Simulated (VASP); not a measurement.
# Ti: vibrations by perturbation theory with LDA

The system is Ti.

```
CELL_PARAMETERS angstrom
2.86473 0.00000 0.00000
-1.43237 2.48093 0.00000
0.00000 0.00000 4.54599
ATOMIC_POSITIONS crystal
Ti 0.33333 0.66667 0.25000
Ti 0.66667 0.33333 0.75000
```

```
Program                : VASP 6.6.1
Task                   : vibrations by perturbation theory
Functional             : LDA
Potentials or basis    : VASP PAW LDA potentials, release 64 (Ti_sv)
Cutoff                 : 520 eV
k mesh                 : 18 × 18 × 10
Occupations            : fermi-dirac, width 0.15 eV
Spin                   : no spin polarisation
Dipole correction      : no
Further INCAR settings : ALGO = Normal; EDIFF = 1e-08; IBRION = 8; NSW = 1
```

| Quantity | Value |
| --- | --- |
| Highest phonon frequency at Γ | 219 cm⁻¹ |

Phonon frequencies in cm⁻¹ (negative: imaginary):
```
              q point      frequencies
(0.000, 0.000, 0.000)  0 0 0 97 97 219
```

Wall time 15 min on 1 thread of Intel(R) Xeon(R) 6975P-C (Granite Rapids) (shared host), peak memory 0.96 GiB.
